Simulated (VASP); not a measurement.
# GeP5 (P-6m2) in VASP: a series of runs, part 2 of 2

VASP 6.6.1.

**4. Relaxation of cell and atoms, PBE**

File INCAR:

```
SYSTEM = GeP5
PREC = Accurate ; ENCUT = 600
EDIFF = 1E-6 ; ISMEAR = 0
SIGMA = 0.1 ; LREAL = .False.
LASPH = .True. ; NELM = 100
ALGO = Normal ; ISIF = 3
LWAVE = .False. ; LCHARG = .False.
GGA = PE ; IBRION = 2
NSW = 90 ; EDIFFG = -0.04
```

File KPOINTS:

```
Automatic mesh
0
Gamma
  3 3 4
  0 0 0
```

File POSCAR:

```
GeP5
1.0
    5.9568059900      0.0000000000      0.0000000000
   -2.9784030000      5.1587453100      0.0000000000
    0.0000000000      0.0000000000      4.0669516300
Ge P
1 5
Direct
    0.6666666700      0.3333333300      0.5000000000
    0.1521055400      0.8478944600      0.0000000000
    0.1521055400      0.3042110900      0.0000000000
    0.6957889100      0.8478944600      0.0000000000
    0.3333333300      0.6666666700      0.0000000000
    0.0000000000      0.0000000000      0.5000000000
```

Potentials or basis: VASP PAW PBE potentials, release 64 (Ge_d, P).

On the command line:

```
$ cat potpaw_PBE.64/Ge_d/POTCAR potpaw_PBE.64/P/POTCAR > POTCAR
$ mpirun -np 1 vasp_std > vasp.out
```

OUTCAR:

```text
SYSTEM = GeP5
   PREC = Accurate
   ENCUT = 600
   EDIFF = 1E-6
   ISMEAR = 0
   LREAL = .False.
   LASPH = .True.
   NELM = 100
   ISIF = 3
   GGA = PE
   IBRION = 2
   NSW = 90
   EDIFFG = -0.04

 ion  position               nearest neighbor table
   1  0.667  0.333  0.500-
   2  0.152  0.848  0.000-   5 1.87   6 2.57   6 2.57   4 2.72   3 2.72
   3  0.152  0.304  0.000-   5 1.87   6 2.57   6 2.57   4 2.72   2 2.72
   4  0.696  0.848  0.000-   5 1.87   6 2.57   6 2.57   3 2.72   2 2.72
   5  0.333  0.667  0.000-   4 1.87   3 1.87   2 1.87
   6  0.000  0.000  0.500-   2 2.57   2 2.57   4 2.57   4 2.57   3 2.57   3 2.57

  LATTYP: Found a hexagonal cell.
 ALAT       =     5.9568059900
 C/A-ratio  =     0.6827403204

  Lattice vectors:

 A1 = (   5.9568059900,   0.0000000000,   0.0000000000)
 A2 = (  -2.9784030000,   5.1587453100,   0.0000000000)
 A3 = (   0.0000000000,   0.0000000000,   4.0669516300)

Analysis of symmetry for initial positions (statically):
=====================================================================
 Subroutine PRICEL returns:
 Original cell was already a primitive cell.

 Routine SETGRP: Setting up the symmetry group for a
 hexagonal supercell.

 Subroutine GETGRP returns: Found 12 space group operations
 (whereof 12 operations were pure point group operations)
 out of a pool of 24 trial point group operations.

The static configuration has the point symmetry D_3h.

Analysis of symmetry for dynamics (positions and initial velocities):
=====================================================================
 Subroutine PRICEL returns:
 Original cell was already a primitive cell.
[... 264 lines left out ...]
  free  energy   TOTEN  =       -26.1620847033 eV

  energy  without entropy=      -26.1375821361  energy(sigma->0) =      -26.14983342

 E-fermi :   4.5650     XC(G=0):  -9.1961

 val. band max:        4.5446542531   @ k =   0.3333   0.0000   0.2500
 cond. band min:       4.6938751482   @ k =   0.3333   0.0000   0.0000
 fundamental gap:      0.1492208951
 Fermi energy:         4.5649575178

 k-point     1 :       0.0000    0.0000    0.0000
  band No.  band energies     occupation
      1     -21.1414      2.00000
      2     -21.1414      2.00000
      3     -21.0914      2.00000
      4     -21.0914      2.00000
      5     -21.0781      2.00000
      6     -10.3784      2.00000
[... 223 lines left out ...]
     22       5.4964      0.00000
     23       6.3205      0.00000

[... ionic steps 4 to 9 ...]

--------------------------------------- Ionic step       10  -------------------------------------------

 number of electron      38.9999977 magnetization

------------------------ aborting loop because EDIFF is reached ----------------------------------------
[... 75 lines left out ...]
--------------------------------------- Ionic step       12  -------------------------------------------

 number of electron      38.9999976 magnetization

 Free energy of the ion-electron system (eV)
  ---------------------------------------------------
  ext. energy  EPLUGINS =         0.00000000
  ---------------------------------------------------
  free energy    TOTEN  =       -26.28099304 eV

  energy without entropy =      -26.25603799  energy(sigma->0) =      -26.26851551

 E-fermi :   4.9739     XC(G=0):  -9.3922

 val. band max:        4.9729756839   @ k =   0.3333   0.0000   0.2500
 cond. band min:       5.0444604904   @ k =   0.3333   0.0000   0.0000
 fundamental gap:      0.0714848065
 Fermi energy:         4.9739138076

 k-point     1 :       0.0000    0.0000    0.0000
  band No.  band energies     occupation
      1     -20.6266      2.00000
      2     -20.6266      2.00000
      3     -20.5960      2.00000
      4     -20.5960      2.00000
      5     -20.5890      2.00000
      6     -10.5732      2.00000
[... 256 lines left out ...]
  FREE ENERGIE OF THE ION-ELECTRON SYSTEM (eV)
  ---------------------------------------------------
  free  energy   TOTEN  =       -26.2809930369 eV

  energy  without entropy=      -26.2560379896  energy(sigma->0) =      -26.26851551

 reached required accuracy - stopping structural energy minimisation
```

CONTCAR:

```text
GeP5
   1.00000000000000
     6.1528537351230010   -0.0000000001644144   -0.0000000000000000
    -3.0764268728684447    5.3285276374657711    0.0000000000000000
    -0.0000000000000000    0.0000000000000000    4.0281637999896986
  Ge              P
     1     5
Direct
     0.6666666699999979    0.3333333300000021    0.5000000000000000
     0.1314463424111807    0.8685536575889378    0.0000000000000000
     0.1314463424162653    0.2628926948273283    0.0000000000000000
     0.7371073051725532    0.8685536575837349    0.0000000000000000
     0.3333333300000021    0.6666666699999979    0.0000000000000000
     0.0000000000000000    0.0000000000000000    0.5000000000000000

  0.00000000E+00  0.00000000E+00  0.00000000E+00
  0.00000000E+00  0.00000000E+00  0.00000000E+00
  0.00000000E+00  0.00000000E+00  0.00000000E+00
  0.00000000E+00  0.00000000E+00  0.00000000E+00
  0.00000000E+00  0.00000000E+00  0.00000000E+00
  0.00000000E+00  0.00000000E+00  0.00000000E+00
```

Run time: 7.8 min. Hardware: 1 thread of Intel Xeon 8259CL, shared host; peak memory 0.27 GiB.

What came out:

| Property | Result |
| --- | --- |
| Free energy | -26.2810 eV |
| Relaxed volume | 22.01 Å³/atom |
| Relaxed cell | a = 6.153 Å, b = 6.153 Å, c = 4.028 Å, α = 90.00°, β = 90.00°, γ = 120.00° |
| Space group after relaxing (to 0.1 Å) | P-6m2 (No. 187) |
| Energy gained by relaxing | 342.2 meV/atom |
| Ionic steps | 12 |
| Pressure after relaxing | 0.0 GPa |
| Band gap on the k mesh | zero (an odd number of electrons rules out a gap without spin polarisation) |

The path:
```tsv
step	energy change (eV)	largest force (eV/Å)	pressure (GPa)	volume (Å³)
1	0.0000	6.4882	12.38	124.98
2	-1.2965	0.4313	-4.96	155.53
3	-1.9344	0.4332	-2.67	139.78
4	-1.9372	0.5007	-2.45	139.34
5	-1.9383	0.5864	-2.21	138.82
6	-2.0327	0.3205	-0.60	133.59
7	-2.0469	0.1153	0.40	130.98
8	-2.0469	0.1012	0.54	130.82
9	-2.0528	0.0364	0.20	131.56
10	-2.0529	0.0534	0.13	131.65
11	-2.0529	0.0499	0.18	131.63
12	-2.0533	0.0005	-0.01	132.07
```

Final structure:
```yaml
crystal:
  lattice:
    - [6.15285, 0.00000, 0.00000]
    - [-3.07643, 5.32853, 0.00000]
    - [0.00000, 0.00000, 4.02816]
  atoms:
    - { symbol: Ge, position: [0.66667, 0.33333, 0.50000] }
    - { symbol: P, position: [0.13145, 0.86855, 0.00000] }
    - { symbol: P, position: [0.13145, 0.26289, 0.00000] }
    - { symbol: P, position: [0.73711, 0.86855, 0.00000] }
    - { symbol: P, position: [0.33333, 0.66667, 0.00000] }
    - { symbol: P, position: [0.00000, 0.00000, 0.50000] }
```

Caveat: the k points lie up to 0.39 Å⁻¹ apart in the final cell, too coarse for converged energies and pressures of a metal.

**5. Single point, PBE**

This run uses another cell than the first one, of 20.69 Å³/atom.

File INCAR:

```
ALGO = Normal
EDIFF = 1E-7
ENCUT = 520
GGA = PE
ISIF = 2
ISMEAR = 0
LASPH = T
LCHARG = F
LREAL = F
LWAVE = F
NBANDS = 28
NELM = 60
PREC = Accurate
SIGMA = 0.1
```

File KPOINTS:

```
k-points
0
Gamma
  6 6 10
```

File POSCAR:

```
GeP5
1.0
    6.9070143651      0.0000000000      0.0000000000
   -3.4535071825      5.9816499045      0.0000000000
    0.0000000000      0.0000000000      3.0052070729
Ge P
1 5
Direct
    0.6666666667      0.3333333333      0.5000000000
    0.1519548996      0.8480451004      0.0000000000
    0.1519548996      0.3039097993      0.0000000000
    0.6960902007      0.8480451004      0.0000000000
    0.3333333333      0.6666666667      0.0000000000
    0.0000000000      0.0000000000      0.5000000000
```

Potentials or basis: VASP PAW PBE potentials, release 64 (Ge_d, P).

On the command line:

```
$ cat potpaw_PBE.64/Ge_d/POTCAR potpaw_PBE.64/P/POTCAR > POTCAR
$ mpirun -np 1 vasp_std > vasp.out
```

OUTCAR:

```text
EDIFF = 1E-7
   ENCUT = 520
   GGA = PE
   ISIF = 2
   ISMEAR = 0
   LASPH = T
   LREAL = F
   NELM = 60
   PREC = Accurate

 ion  position               nearest neighbor table
   1  0.667  0.333  0.500-
   2  0.152  0.848  0.000-   5 2.17   6 2.36   6 2.36
   3  0.152  0.304  0.000-   5 2.17   6 2.36   6 2.36
   4  0.696  0.848  0.000-   5 2.17   6 2.36   6 2.36
   5  0.333  0.667  0.000-   2 2.17   3 2.17   4 2.17
   6  0.000  0.000  0.500-   2 2.36   2 2.36   3 2.36   3 2.36   4 2.36   4 2.36

  LATTYP: Found a hexagonal cell.
 ALAT       =     6.9070143651
 C/A-ratio  =     0.4350949504

  Lattice vectors:

 A1 = (   6.9070143651,   0.0000000000,   0.0000000000)
 A2 = (  -3.4535071825,   5.9816499045,   0.0000000000)
 A3 = (   0.0000000000,   0.0000000000,   3.0052070729)

Analysis of symmetry for initial positions (statically):
=====================================================================
 Subroutine PRICEL returns:
 Original cell was already a primitive cell.

 Routine SETGRP: Setting up the symmetry group for a
 hexagonal supercell.

 Subroutine GETGRP returns: Found 12 space group operations
 (whereof 12 operations were pure point group operations)
 out of a pool of 24 trial point group operations.

The static configuration has the point symmetry D_3h.

Analysis of symmetry for dynamics (positions and initial velocities):
=====================================================================
 Subroutine PRICEL returns:
 Original cell was already a primitive cell.

 Routine SETGRP: Setting up the symmetry group for a
 hexagonal supercell.

 Subroutine GETGRP returns: Found 12 space group operations
 (whereof 12 operations were pure point group operations)
 out of a pool of 24 trial point group operations.

The dynamic configuration has the point symmetry D_3h.

 Subroutine INISYM returns: Found 12 space group operations
 (whereof 12 operations are pure point group operations),
 and found     1 'primitive' translations

----------------------------------------------------------------------------------------

                                     Primitive cell

  volume of cell :     124.1612

  direct lattice vectors                    reciprocal lattice vectors
     6.907014365  0.000000000  0.000000000     0.144780356  0.083588978  0.000000000
    -3.453507183  5.981649905  0.000000000     0.000000000  0.167177955  0.000000000
     0.000000000  0.000000000  3.005207073     0.000000000  0.000000000  0.332755772

  length of vectors
     6.907014365  6.907014365  3.005207073     0.167177955  0.167177955  0.332755772

  position of ions in fractional coordinates (direct lattice)
     0.666666667  0.333333333  0.500000000
     0.151954900  0.848045100  0.000000000
     0.151954900  0.303909799  0.000000000
     0.696090201  0.848045100  0.000000000
     0.333333333  0.666666667  0.000000000
     0.000000000  0.000000000  0.500000000

  ion indices of the primitive-cell ions
   primitive index   ion index
                 1           1
                 2           2
                 3           3
                 4           4
                 5           5
                 6           6

[... 27 lines left out ...]
            Coordinates               Weight
  0.000000  0.000000  0.000000      1.000000
  0.166667  0.000000  0.000000      6.000000
  0.333333  0.000000  0.000000      6.000000
  0.500000 -0.000000  0.000000      3.000000
  0.166667  0.166667  0.000000      6.000000
  0.333333  0.166667  0.000000     12.000000
[... 16 lines left out ...]
  0.166667  0.000000  0.300000     12.000000
  0.333333  0.000000  0.300000     12.000000
 [... further k-points ...]
   k-points           NKPTS =     42   k-points in BZ     NKDIM =     42   number of bands    NBANDS=     28
   number of dos      NEDOS =    301   number of ions     NIONS =      6
   total plane-waves  NPLWV =  69984
   dimension x,y,z NGX =    54 NGY =   54 NGZ =   24
   dimension x,y,z NGXF=   108 NGYF=  108 NGZF=   48
   ions per type =               1   5
   NGX,Y,Z   is equivalent  to a cutoff of  13.00, 13.00, 13.28 a.u.
   NGXF,Y,Z  is equivalent  to a cutoff of  25.99, 25.99, 26.55 a.u.
 SYSTEM =  unknown system
   PREC   = accura    normal or accurate (medium, high low for compatibility)
   ISTART =      0    job   : 0-new  1-cont  2-samecut
   ICHARG =      2    charge: 1-file 2-atom 10-const
   ISPIN  =      1    spin polarized calculation?
   LNONCOLLINEAR =      F non collinear calculations
   LSORBIT =      F    spin-orbit coupling
   LASPH  =      T    aspherical Exc in radial PAW
   ENCUT  =  520.0 eV  38.22 Ry    6.18 a.u.  12.84 12.84  5.59*2*pi/ulx,y,z
   NELM   =     60;   NELMIN=  2; NELMDL= -5     # of ELM steps
   EDIFF  = 0.1E-06   stopping-criterion for ELM
   LREAL  =      F    real-space projection
   EDIFFG = 0.1E-05   stopping-criterion for IOM
   NSW    =      0    number of steps for IOM
   IBRION =     -1    ionic relax: 0-MD 1-quasi-New 2-CG
   NFREE  =      0    steps in history (QN), initial steepest desc. (CG)
   ISIF   =      2    stress and relaxation
   ISYM   =      2    0-nonsym 1-usesym 2-fastsym
   POTIM  = 0.5000    time-step for ionic-motion
   TEBEG  =    0.0;   TEEND  =   0.0 temperature during run
   PSTRESS=    0.0 pullay stress
   NELECT =      39.0000    total number of electrons
   NUPDOWN=      -1.0000    fix difference up-down
   EMIN   =  10.00;   EMAX   =-10.00  energy-range for DOS
   EFERMI =   0.00;   METHOD = LEGACY
   ISMEAR =     0;   SIGMA  =   0.10  broadening in eV -4-tet -1-fermi 0-gaus
   EFERMI_NEDOS =   21; number of points for ismear=-14 and -15
   IALGO  =     38    algorithm
   IMIX   =      4    mixing-type and parameters
     AMIX     =   0.40;   BMIX     =  1.00
     AMIX_MAG =   1.60;   BMIX_MAG =  1.00
  volume/ion in A,a.u.               =      20.69       139.65
  Fermi-wavevector in a.u.,A,eV,Ry     =   1.112844  2.102971 16.849764  1.238423
  Thomas-Fermi vector in A             =   2.249423
   LORBIT       =      0    0 simple, 1 ext, 2 COOP (PROOUT), +10 PAW based schemes
   GGA     = PE    functional components
   LHFCALC =     F    Hartree Fock is set to
   AEXX    =    0.0000 exact exchange contribution
   IVDW    =     0    specifies the selected vdW correction
   LEPSILON=     F    determine dielectric tensor
   LRPA    =     F    only Hartree local field effects (RPA)
 non-spin polarized calculation
 Gauss-broadening in eV      SIGMA  =   0.10
  energy-cutoff  :      520.00
  volume of cell :      124.16
 maximum number of plane-waves:      3374
 NGX is ok and might be reduce to    54
   NGX = 25   NGY = 25   NGZ = 11

 number of electron      38.9999981 magnetization

 Free energy of the ion-electron system (eV)
  ---------------------------------------------------
  ext. energy  EPLUGINS =         0.00000000
  ---------------------------------------------------
  free energy    TOTEN  =       -26.57261844 eV

  energy without entropy =      -26.55374825  energy(sigma->0) =      -26.56318334

 E-fermi :   5.5392     XC(G=0):  -9.7295

 val. band max:        5.5206562107   @ k =   0.1667   0.1667   0.4000
 cond. band min:       5.5583913004   @ k =   0.3333   0.0000   0.2000
 fundamental gap:      0.0377350897
 Fermi energy:         5.5391999241

 k-point     1 :       0.0000    0.0000    0.0000
  band No.  band energies     occupation
      1     -19.9530      2.00000
      2     -19.9530      2.00000
      3     -19.8931      2.00000
      4     -19.8604      2.00000
      5     -19.8604      2.00000
      6     -10.0912      2.00000
[... 733 lines left out ...]
     27       9.9717      0.00000
     28      10.4719      0.00000

 [... further k-points ...]

------------------------ aborting loop because EDIFF is reached ----------------------------------------

  FORCE on cell =-STRESS in cart. coord.  units (eV):
  Direction    XX          YY          ZZ          XY          YZ          ZX
  --------------------------------------------------------------------------------------
  -------------------------------------------------------------------------------------
  Total       -0.1262254     -0.1262254     -0.0759131     -0.0000000      0.0000000      0.0000000
  in kB       -1.6288148     -1.6288148     -0.9795843     -0.0000000      0.0000000      0.0000000
  external PRESSURE =      -1.4124046 kB  Pullay stress =       0.0000000 kB

 VOLUME and BASIS-vectors are now :
 -----------------------------------------------------------------------------
  energy-cutoff  :      520.00
  volume of cell :      124.16
      direct lattice vectors                 reciprocal lattice vectors
     6.907014365  0.000000000  0.000000000     0.144780356  0.083588978  0.000000000
    -3.453507183  5.981649905  0.000000000     0.000000000  0.167177955  0.000000000
     0.000000000  0.000000000  3.005207073     0.000000000  0.000000000  0.332755772

 POSITION                                       TOTAL-FORCE (eV/Angst)
 -----------------------------------------------------------------------------------
      3.45351      1.99388      1.50260        -0.000000      0.000000      0.000000
     -1.87918      5.07271      0.00000         0.006948     -0.004012     -0.000000
     -0.00000      1.81788      0.00000         0.000000      0.008023      0.000000
      1.87918      5.07271      0.00000        -0.006948     -0.004012     -0.000000
     -0.00000      3.98777      0.00000        -0.000000      0.000000      0.000000
      0.00000      0.00000      1.50260        -0.000000      0.000000      0.000000
 -----------------------------------------------------------------------------------
    total drift:                               -0.000000      0.000000      0.000000

  FREE ENERGIE OF THE ION-ELECTRON SYSTEM (eV)
  ---------------------------------------------------
  free  energy   TOTEN  =       -26.5726184360 eV

  energy  without entropy=      -26.5537482536  energy(sigma->0) =      -26.56318334
```

stdout:

```text
POSCAR found type information on POSCAR GeP
 POSCAR found :  2 types and       6 ions
 scaLAPACK will be used
 LDA part: xc-table for (Slater+PW92), standard interpolation
 POSCAR, INCAR and KPOINTS ok, starting setup
 FFT: planning ... GRIDC
 FFT: planning ... GRID_SOFT
 FFT: planning ... GRID
 WAVECAR not read
 entering main loop
```

It took 4.5 min on 1 thread of Intel Xeon 8259CL, shared host; peak memory 0.3 GiB.

Results:

- Free energy: -26.5726 eV
- Pressure: -0.1 GPa
- Largest force: 0.008 eV/Å
- Band gap on the k mesh: zero (an odd number of electrons rules out a gap without spin polarisation)

Forces in eV/Å, atoms in the order of the input:
```
Ge   0.000  0.000  0.000
P    0.007 -0.004  0.000
P    0.000  0.008  0.000
P   -0.007 -0.004  0.000
P    0.000  0.000  0.000
P    0.000  0.000  0.000
```

Levels at points of the mesh, in eV from the Fermi level:
```
           k point  band 16  band 17  band 18  band 19  band 20  band 21  band 22  band 23
(0.00, 0.00, 0.00)    -1.88    -0.21     0.78     0.78     1.29     1.53     1.53     1.81
(0.50, 0.00, 0.00)    -1.79    -1.22    -0.43     0.39     0.52     0.96     1.80     2.70
(0.00, 0.00, 0.50)    -4.24    -2.75    -1.11    -0.54    -0.54    -0.25    -0.25     1.16
(0.50, 0.00, 0.50)    -3.86    -2.99    -1.38    -1.10    -0.78     0.43     0.68     0.79
```

**6. The runs side by side**

| task | cell | k mesh | cutoff (eV) | gap on the mesh (eV) | pressure (GPa) | largest force (eV/Å) |
| --- | --- | --- | --- | --- | --- | --- |
| single point | a = 5.957, b = 5.957, c = 4.067 Å, angles 90.0, 90.0, 120.0°, 6 atoms, atomic positions A | 3 × 3 × 4 | 520 | none | 12.4 | 6.49 |
| single point | a = 6.147, b = 6.147, c = 4.030 Å, angles 90.0, 90.0, 120.0°, 6 atoms, atomic positions B | 3 × 3 × 4 | 520 | none | 0.0 | - |
| relaxation of cell and atoms | relaxed from a = 5.957, b = 5.957, c = 4.067 Å, angles 90.0, 90.0, 120.0°, 6 atoms, atomic positions A | 3 × 3 × 4 | 600 | none | 0.0 | - |
| single point | a = 6.907, b = 6.907, c = 3.005 Å, angles 90.0, 90.0, 120.0°, 6 atoms, atomic positions A | 6 × 6 × 10 | 520 | none | -0.1 | 0.01 |

Alike in all rows: level PBE; potentials or basis VASP PAW PBE potentials, release 64 (Ge_d, P); no spin polarisation; smearing gaussian 0.1 eV.

Caveats: some runs use coarse meshes; forces of over 1 eV/Å act on the atoms, so gaps and moduli don't describe the material at rest (at least some runs).

Total energies depend on the potentials used, so only differences within one code and one set of settings carry meaning.
